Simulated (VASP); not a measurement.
Write the native input for VASP 6.6.1 that does the following.

```
Task                   : single point
Functional             : PBEsol
Potentials or basis    : VASP PAW PBE potentials, release 64 (Ru_pv)
Cutoff                 : 520 eV
k mesh                 : 24 × 24 × 12
Occupations            : gaussian, width 0.15 eV
Spin                   : no spin polarisation
Dipole correction      : no
Further INCAR settings : ALGO = Fast; EDIFF = 1e-06; NBANDS = 21
```

The structure of Ru lies in POSCAR:

```
Ru
1.0
    2.6246253542      0.0000000000      0.0000000000
   -1.3123126771      2.2729922322      0.0000000000
    0.0000000000      0.0000000000      4.1534430000
Ru
2
Direct
    0.3333333333      0.6666666667      0.2500000000
    0.6666666667      0.3333333333      0.7500000000
```

This cell differs from its parent crystal: strain -0.030 along x and y, -0.030 along z.

One way to write it, as run:

INCAR

```
SYSTEM = Ru
PREC     = Accurate       ! precision mode
ENCUT    = 520            ! plane-wave cutoff, eV
EDIFF    = 1E-6           ! SCF threshold, eV
ISMEAR   = 0              ! smearing method
SIGMA    = 0.15           ! smearing width, eV
LREAL    = .FALSE.        ! projectors in reciprocal space
LASPH    = .TRUE.         ! aspherical terms in the spheres
NELM     = 80             ! most SCF steps
ALGO     = Fast           ! electronic algorithm
ISIF     = 2              ! what is computed and relaxed
LWAVE    = .FALSE.        ! write WAVECAR
LCHARG   = .FALSE.        ! write CHGCAR
GGA      = PS             ! functional
NBANDS   = 21             ! bands
```

KPOINTS

```
Automatic mesh
0
G
  24 24 12
  0 0 0
```

Potentials or basis: VASP PAW PBE potentials, release 64 (Ru_pv).

The run is started by

```sh
$ cat potpaw_PBE.64/Ru_pv/POTCAR > POTCAR
$ mpirun -np 1 vasp_std > vasp.out
```

It gave:

| Property | Result |
| --- | --- |
| Pressure | 30.1 GPa |
| Band gap on the k mesh | zero (bands 14 and 15 overlap by 3.68 eV) |

Caveat: the cell differs from its parent crystal (strain -0.030 along x and y, -0.030 along z); the cell stands under pressure; the PAW data sets were made with another functional, which shifts forces and pressure a little.

It took 3.5 min on 1 thread of Intel Xeon 8259CL, on a shared host, peak memory 0.28 GiB.
